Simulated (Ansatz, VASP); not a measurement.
SnO in VASP and in Ansatz

```
Sn O
1.0
     3.77039   -0.11311    0.00000
    -0.11311    3.77039    0.00000
     0.00000    0.00000    4.56337
Sn O
2 2
Direct
  0.00000 0.50000 0.25326
  0.50000 0.00000 0.74674
  0.00000 0.00000 0.00000
  0.50000 0.50000 0.00000
```

Change from the starting cell: strain -0.0600 x Voigt [0, 0, 0, 0, 0, 1], atoms carried along.

Alike in both runs: task single point; functional PBEsol; dispersion D3(BJ); k mesh 12 × 12 × 10; occupations gaussian, width 0.15 eV; no spin polarisation.

|  | VASP | Ansatz |
| --- | --- | --- |
| version | VASP 6.6.1 | Ansatz 0.2.0 |
| potentials or method | VASP PAW PBE potentials, release 64 (Sn_d, O), cutoff 600 eV | scalar-relativistic, plane waves, PAW |
| valence electrons in the cell | 40 | 40 |

VASP gave:

```
gap on the k mesh at the Fermi level (eV)                     : none
pressure (GPa)                                                : 0.4
traceless stress, the component that is largest in VASP (GPa) : 5.59
rms of the force components (eV/Å)                            : 0.039
```

Problem. What did Ansatz give for the same quantities?

Solution. gap on the k mesh at the Fermi level (eV): none; pressure (GPa): 0.2; traceless stress, the component that is largest in VASP (GPa): 5.61; rms of the force components (eV/Å): 0.005.

VASP's potentials were made for PBE, not for PBEsol. Atom by atom the forces differ by 0.034 eV/Å (rms over components). A gap of «none» marks a metal or a gap that the smearing closes.
